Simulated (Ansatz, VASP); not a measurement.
## Two plane-wave programs on KPt

Contents of INCAR:

```
SYSTEM = KPt
AGGAC    = 1.0          
AGGAX    = 1.0          
ALDAC    = 0.0          
ALDAX    = 1.0          
ALGO     = Fast           ! electronic algorithm
EDIFF    = 1E-7           ! SCF threshold, eV
ENCUT    = 520            ! plane-wave cutoff, eV
GGA      = B5             ! functional
ISIF     = 2              ! what is computed and relaxed
ISMEAR   = -1             ! smearing method
LASPH    = .TRUE.         ! aspherical terms in the spheres
LCHARG   = .FALSE.        ! write CHGCAR
LREAL    = .FALSE.        ! projectors in reciprocal space
LWAVE    = .FALSE.        ! write WAVECAR
NBANDS   = 16             ! bands
NELM     = 80             ! most SCF steps
PREC     = Accurate       ! precision mode
SIGMA    = 0.05           ! smearing width, eV
```

KPOINTS

```
k-points
0
G
  10 10 5
  0 0 0
```

POSCAR

```
KPt
1.0
    3.0008472788      0.0000000000      0.0000000000
   -1.5004236394      2.5988099763      0.0000000000
    0.0000000000      0.0000000000      5.3455780000
Pt K
1 1
Direct
    0.6666666667      0.3333333333      0.0000000000
    0.0000000000      0.0000000000      0.5000000000
```

input.yaml

```yaml
crystal:
  lattice:
    - [3.0008472788, 0.0, 0.0]
    - [-1.5004236394, 2.5988099763, 0.0]
    - [0.0, 0.0, 5.345578]
  atoms:
    - { symbol: Pt, position: [0.6666666667, 0.3333333333, 0.0] }
    - { symbol: K, position: [0.0, 0.0, 0.5] }
hamiltonian:
  xc: blyp
  pseudopotentials: { kind: paw }
kpoints:
  mp_grid: { grid: [10, 10, 5] }
scf:
  occupations: { method: fermi_dirac, width: 0.05 }
output:
  forces: true
  stress: true
  eigenvalues: true
```

Alike in both runs: task single point; functional BLYP; k mesh 10 × 10 × 5; occupations fermi-dirac, width 0.05 eV; no spin polarisation.

```csv
,VASP,Ansatz
version,VASP 6.6.1,Ansatz 0.2.0
potentials or method,"VASP PAW PBE potentials, release 64 (Pt, K_sv)",Ansatz PAW
plane-wave cutoff (eV),520,420
valence electrons in the cell,19,27
```

|  | VASP | Ansatz | Ansatz less VASP |
| --- | --- | --- | --- |
| gap on the k mesh at the Fermi level (eV) | none | none | - |
| pressure (GPa) | 5.3 | 4.8 | -0.43 |
| traceless stress, the component that is largest in VASP (GPa) | -1.15 | -1.20 | -0.050 |

VASP's potentials were made for PBE, not for BLYP. A gap of «none» marks a metal or a gap that the smearing closes. With one functional, cell and mesh, what is left measures potentials, basis and numerics. VASP's potentials hold 19 valence electrons a cell and Ansatz's 27, so a difference there can come from the potentials and not from the codes.

Neither program's run includes spin-orbit coupling.
